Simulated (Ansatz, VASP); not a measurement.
## One calculation of LaRe, two programs

```
La Re
1.0
     3.58355    0.00000    0.00000
     0.00000    3.58355    0.00000
     0.00000    0.00000    3.58355
La Re
1 1
Direct
  0.00000 0.00000 0.00000
  0.50000 0.50000 0.50000
```

Alike in both runs: task single point; functional PBE; k mesh 10 × 10 × 10; occupations gaussian, width 0.05 eV; no spin polarisation.

```csv
,VASP,Ansatz
version,VASP 6.6.1,Ansatz 0.2.0
potentials or method,"VASP PAW PBE potentials, release 64 (La, Re), cutoff 520 eV","scalar-relativistic, plane waves, PAW"
valence electrons in the cell,18,26
```

|  | VASP | Ansatz | Ansatz less VASP |
| --- | --- | --- | --- |
| gap on the k mesh at the Fermi level (eV) | none | none | - |
| pressure (GPa) | -0.1 | 0.0 | +0.08 |

A gap of «none» marks a metal or a gap that the smearing closes. VASP's potentials hold 18 valence electrons a cell and Ansatz's 26, so a difference there can come from the potentials and not from the codes.

Spin-orbit coupling is off throughout.
